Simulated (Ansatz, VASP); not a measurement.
# Two plane-wave programs on BiTe5

```
CELL_PARAMETERS angstrom
0.00000 4.50138 4.50138
4.50138 0.00000 4.50138
4.50138 4.50138 0.00000
ATOMIC_POSITIONS crystal
Bi 0.00000 0.00000 0.00000
Te 0.25000 0.25000 0.25000
Te 0.12618 0.62461 0.62461
Te 0.62461 0.62461 0.62461
Te 0.62461 0.12618 0.62461
Te 0.62461 0.62461 0.12618
```

Change from the starting cell: species swapped into the ZrCu5 type (F-43m, No. 216).

Alike in both runs: functional PBE; k mesh 8 × 8 × 8; occupations gaussian, width 0.1 eV; no spin polarisation.

Ansatz relaxed the structure, and its values are those at the end. VASP's run is a single point on that final structure, the one shown.

|  | VASP | Ansatz |
| --- | --- | --- |
| version | VASP 6.6.1 | Ansatz 0.2.0 |
| potentials or method | VASP PAW PBE potentials, release 64 (Bi_d, Te), cutoff 520 eV | scalar-relativistic, plane waves, PAW |
| valence electrons in the cell | 45 | 95 |

Ansatz gave:

```
gap on the k mesh at the Fermi level (eV) : none
pressure (GPa)                            : 0.0
```

What did VASP give for the same quantities?

gap on the k mesh at the Fermi level (eV): none; pressure (GPa): -0.1.

A gap of «none» marks a metal or a gap that the smearing closes. The functional is the same, so the differences come from potentials, cutoffs and numerics. VASP's potentials hold 45 valence electrons a cell and Ansatz's 95, so a difference there can come from the potentials and not from the codes.

Spin-orbit coupling is off throughout.
